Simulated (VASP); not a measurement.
# In (I4/mmm) in VASP: further runs

Runs on In. Level: PBEsol. Tasks: single point.

Program: VASP 6.6.1. These are calculated values, not measurements. Logs are shortened: lines on timing, memory, paths and dates and some standing lists are left out, and cuts for length are marked.

## Step 1: The cell of the first run

It takes space group I4/mmm (No. 139, tetragonal). The conventional cell has a = 3.647 Å, b = 3.647 Å, c = 4.012 Å, α = 90.00°, β = 90.00°, γ = 90.00°. Within 4.3 Å of In (site symmetry 4/mmm) lie 14 In at 3.27 to 4.01 Å.

## Step 2: Single point, PBEsol

INCAR

```
SYSTEM = In
ALGO = Fast ; EDIFF = 1E-6
ENCUT = 520 ; GGA = PS
ISIF = 2 ; ISMEAR = 0
LASPH = .True. ; LCHARG = .True.
LELF = .True. ; LREAL = .False.
LVHAR = .True. ; LWAVE = .False.
NBANDS = 12 ; NELM = 60
PREC = Accurate ; SIGMA = 0.15
```

KPOINTS

```
k-points
0
Gamma
  20 20 20
  0 0 0
```

POSCAR

```
In
1.0
   -1.8236573696      1.8236573696      2.0060231065
    1.8236573696     -1.8236573696      2.0060231065
    1.8236573696      1.8236573696     -2.0060231065
In
1
Direct
    0.0000000000      0.0000000000      0.0000000000
```

Potentials or basis: VASP PAW PBE potentials, release 64 (In_d).

Started as:

```console
$ cat potpaw_PBE.64/In_d/POTCAR > POTCAR
$ mpirun -np 1 vasp_std > vasp.out
```

OUTCAR:

```text
SYSTEM = In
   EDIFF = 1E-6
   ENCUT = 520
   GGA = PS
   ISIF = 2
   ISMEAR = 0
   LASPH = .True.
   LREAL = .False.
   NELM = 60
   PREC = Accurate

 ion  position               nearest neighbor table
   1  0.000  0.000  0.000-

  LATTYP: Found a body centered tetragonal cell.
 ALAT       =     3.6473147392
 C/A-ratio  =     1.1000000000

  Lattice vectors:

 A1 = (  -1.8236573696,   1.8236573696,   2.0060231065)
 A2 = (   1.8236573696,  -1.8236573696,   2.0060231065)
 A3 = (   1.8236573696,   1.8236573696,  -2.0060231065)

Analysis of symmetry for initial positions (statically):
=====================================================================
 Subroutine PRICEL returns:
 Original cell was already a primitive cell.

 Routine SETGRP: Setting up the symmetry group for a
 body centered tetragonal supercell.

 Subroutine GETGRP returns: Found 16 space group operations
 (whereof 16 operations were pure point group operations)
 out of a pool of 16 trial point group operations.

The static configuration has the point symmetry D_4h.

Analysis of symmetry for dynamics (positions and initial velocities):
=====================================================================
 Subroutine PRICEL returns:
 Original cell was already a primitive cell.

 Routine SETGRP: Setting up the symmetry group for a
 body centered tetragonal supercell.

 Subroutine GETGRP returns: Found 16 space group operations
 (whereof 16 operations were pure point group operations)
 out of a pool of 16 trial point group operations.

The dynamic configuration has the point symmetry D_4h.

 Subroutine INISYM returns: Found 16 space group operations
 (whereof 16 operations are pure point group operations),
 and found     1 'primitive' translations

----------------------------------------------------------------------------------------

                                     Primitive cell

  volume of cell :      26.6859

  direct lattice vectors                    reciprocal lattice vectors
    -1.823657370  1.823657370  2.006023106     0.000000000  0.274174309  0.249249372
     1.823657370 -1.823657370  2.006023106     0.274174309  0.000000000  0.249249372
     1.823657370  1.823657370 -2.006023106     0.274174309  0.274174309  0.000000000

  length of vectors
     3.267350778  3.267350778  3.267350778     0.370535830  0.370535830  0.387741027

  position of ions in fractional coordinates (direct lattice)
[... 72 lines left out ...]
   LNONCOLLINEAR =      F non collinear calculations
   LSORBIT =      F    spin-orbit coupling
   LASPH  =      T    aspherical Exc in radial PAW
   ENCUT  =  520.0 eV  38.22 Ry    6.18 a.u.   6.08  6.08  6.08*2*pi/ulx,y,z
   NELM   =     60;   NELMIN=  2; NELMDL= -5     # of ELM steps
   EDIFF  = 0.1E-05   stopping-criterion for ELM
   LREAL  =      F    real-space projection
[... 7 lines left out ...]
   TEBEG  =    0.0;   TEEND  =   0.0 temperature during run
   PSTRESS=    0.0 pullay stress
   NELECT =      13.0000    total number of electrons
   NUPDOWN=      -1.0000    fix difference up-down
   EMIN   =  10.00;   EMAX   =-10.00  energy-range for DOS
   EFERMI =   0.00;   METHOD = LEGACY
   ISMEAR =     0;   SIGMA  =   0.15  broadening in eV -4-tet -1-fermi 0-gaus
   EFERMI_NEDOS =   21; number of points for ismear=-14 and -15
   IALGO  =     68    algorithm
   IMIX   =      4    mixing-type and parameters
     AMIX     =   0.40;   BMIX     =  1.00
     AMIX_MAG =   1.60;   BMIX_MAG =  1.00
  volume/ion in A,a.u.               =      26.69       180.09
  Fermi-wavevector in a.u.,A,eV,Ry     =   1.288136  2.434225 22.576080  1.659295
  Thomas-Fermi vector in A             =   2.420108
   LORBIT       =      0    0 simple, 1 ext, 2 COOP (PROOUT), +10 PAW based schemes
   GGA     = PS    functional components
   LHFCALC =     F    Hartree Fock is set to
   AEXX    =    0.0000 exact exchange contribution
   IVDW    =     0    specifies the selected vdW correction
   LEPSILON=     F    determine dielectric tensor
   LRPA    =     F    only Hartree local field effects (RPA)
 non-spin polarized calculation
 RMM-DIIS sequential band-by-band and
 Gauss-broadening in eV      SIGMA  =   0.15
  energy-cutoff  :      520.00
  volume of cell :       26.69
 maximum number of plane-waves:       742
   NGX = 13   NGY = 13   NGZ = 13

 number of electron      13.0000009 magnetization

 Free energy of the ion-electron system (eV)
  ---------------------------------------------------
  ext. energy  EPLUGINS =         0.00000000
  ---------------------------------------------------
  free energy    TOTEN  =        -2.97014234 eV

  energy without entropy =       -2.96482936  energy(sigma->0) =       -2.96748585

 E-fermi :   7.1257     XC(G=0): -10.3124

 val. band max:        7.1071063115   @ k =   0.2500   0.2000   0.1000
 cond. band min:       7.1270965953   @ k =   0.2500   0.2500   0.2500
 fundamental gap:      0.0199902838
 Fermi energy:         7.1257286689

 k-point     1 :       0.0000    0.0000    0.0000
  band No.  band energies     occupation
      1      -7.4508      2.00000
      2      -7.4508      2.00000
      3      -7.3827      2.00000
      4      -7.2125      2.00000
      5      -7.1492      2.00000
      6      -2.2921      2.00000
      7      17.5924      0.00000
      8      17.9876      0.00000
      9      17.9876      0.00000
     10      19.3713      0.00000
     11      20.8959      0.00000
     12      20.8960      0.00000
[... 331 lines left out ...]
 k-point    24 :      -0.3500    0.0500    0.0000
  band No.  band energies     occupation
      1      -7.4841      2.00000
      2      -7.4317      2.00000
      3      -7.2386      2.00000
      4      -7.1652      2.00000
      5      -7.1285      2.00000
      6       0.1826      2.00000
      7       8.1134      0.00000
      8      13.9926      0.00000
      9      15.1841      0.00000
     10      18.3640      0.00000
     11      18.5507      0.00000
     12      20.0486      0.00000

 [... further k-points ...]
[... 5 lines left out ...]
  --------------------------------------------------------------------------------------
  -------------------------------------------------------------------------------------
  Total       -0.2413041     -0.2413041     -0.2222270      0.0000000      0.0000000      0.0000000
  in kB      -14.4874806    -14.4874806    -13.3421221      0.0000000      0.0000000      0.0000000
  external PRESSURE =     -14.1056944 kB  Pullay stress =       0.0000000 kB

 VOLUME and BASIS-vectors are now :
 -----------------------------------------------------------------------------
  energy-cutoff  :      520.00
  volume of cell :       26.69
      direct lattice vectors                 reciprocal lattice vectors
    -1.823657370  1.823657370  2.006023106     0.000000000  0.274174309  0.249249372
     1.823657370 -1.823657370  2.006023106     0.274174309  0.000000000  0.249249372
     1.823657370  1.823657370 -2.006023106     0.274174309  0.274174309  0.000000000

 POSITION                                       TOTAL-FORCE (eV/Angst)
 -----------------------------------------------------------------------------------
      0.00000      0.00000      0.00000        -0.000000     -0.000000     -0.000000
 -----------------------------------------------------------------------------------
    total drift:                               -0.000000      0.000000      0.000000

  FREE ENERGIE OF THE ION-ELECTRON SYSTEM (eV)
  ---------------------------------------------------
  free  energy   TOTEN  =        -2.9701423448 eV

  energy  without entropy=       -2.9648293602  energy(sigma->0) =       -2.96748585
```

stdout:

```text
POSCAR found type information on POSCAR In
 POSCAR found :  1 types and       1 ions
 scaLAPACK will be used
 -----------------------------------------------------------------------------
|                                                                             |
|                                                                             |
|     You enforced a specific xc type in the INCAR file but a different       |
|     I HOPE YOU KNOW WHAT YOU ARE DOING!                                     |
|                                                                             |
 -----------------------------------------------------------------------------

 LDA part: xc-table for (Slater+PW92), standard interpolation
 POSCAR, INCAR and KPOINTS ok, starting setup
 FFT: planning ... GRIDC
 FFT: planning ... GRID_SOFT
 FFT: planning ... GRID
 WAVECAR not read
 entering main loop
WARNING in EDDRMM: call to ZHEGV failed, returncode =   6  3     11
WARNING in EDDRMM: call to ZHEGV failed, returncode =   8  4     10
WARNING in EDDRMM: call to ZHEGV failed, returncode =   8  4     11
WARNING in EDDRMM: call to ZHEGV failed, returncode =   6  3     10
WARNING in EDDRMM: call to ZHEGV failed, returncode =   8  4     11
WARNING in EDDRMM: call to ZHEGV failed, returncode =   8  4     12
```

Wall time 3.7 min (1 thread of AMD EPYC 7R13, shared host); peak memory 0.3 GiB.

Results:

```
Free energy            : -2.9701 eV
Pressure               : -1.4 GPa
Band gap on the k mesh : zero (an odd number of electrons rules out a gap without spin polarisation)
```

Caveat: the PAW data sets were made with another functional, which shifts forces and pressure a little; spin-orbit coupling is left out, which moves the levels of the heavy elements.

## Step 3: Single point, PBEsol

This run uses another cell than the first one, of the same volume but with other edges.

INCAR

```
PREC     = Accurate       # precision mode
ENCUT    = 520            # plane-wave cutoff, eV
EDIFF    = 1E-7           # SCF threshold, eV
ISMEAR   = 0              # smearing method
SIGMA    = 0.15           # smearing width, eV
LREAL    = False          # projectors in reciprocal space
LASPH    = True           # aspherical terms in the spheres
NELM     = 80             # most SCF steps
ALGO     = Fast           # electronic algorithm
ISIF     = 2              # what is computed and relaxed
LWAVE    = False          # write WAVECAR
LCHARG   = False          # write CHGCAR
GGA      = PS             # functional
NBANDS   = 12             # bands
```

KPOINTS

```
regular mesh
0
Gamma
  20 20 20
```

POSCAR

```
In
1.0
   -2.1732166424      2.1732166424      1.4125908175
    2.1732166424     -2.1732166424      1.4125908175
    2.1732166424      2.1732166424     -1.4125908175
In
1
Direct
    0.0000000000      0.0000000000      0.0000000000
```

Potentials or basis: VASP PAW PBE potentials, release 64 (In_d).

Started as:

```console
$ cat potpaw_PBE.64/In_d/POTCAR > POTCAR
$ mpirun -np 1 vasp_std > vasp.out
```

It took 10 min on 1 thread of AMD EPYC 7R13, shared host; peak memory 0.31 GiB.

The run converged. Its results:

```
Free energy            : -2.8620 eV
Pressure               : 1.2 GPa
Band gap on the k mesh : zero (an odd number of electrons rules out a gap without spin polarisation)
```

Stress tensor (GPa, compression positive):
```
-2.34  0.00  0.00
 0.00 -2.34  0.00
 0.00  0.00  8.19
```

Levels at points of the mesh, in eV from the Fermi level:
```
           k point  band 3  band 4  band 5  band 6  band 7  band 8  band 9  band 10
(0.00, 0.00, 0.00)  -14.40  -14.38  -14.38   -9.56    6.46    6.46    9.79    10.47
(0.50, 0.00, 0.00)  -14.46  -14.37  -14.06   -2.48   -1.91    5.07    5.40     8.70
(0.50, 0.50, 0.00)  -14.51  -14.40  -14.22   -6.09   -3.85    9.31   12.15    12.49
(0.50, 0.50, 0.50)  -14.29  -14.24  -14.24   -2.50   -1.16   -1.16    3.36     9.42
```

Caveat: the stress differs along the axes, from -2 to 8 GPa; the PAW data sets were made with another functional, which shifts forces and pressure a little; spin-orbit coupling is left out, which moves the levels of the heavy elements.

The gap in the log of VASP goes by the Fermi energy; the results here count the filled bands.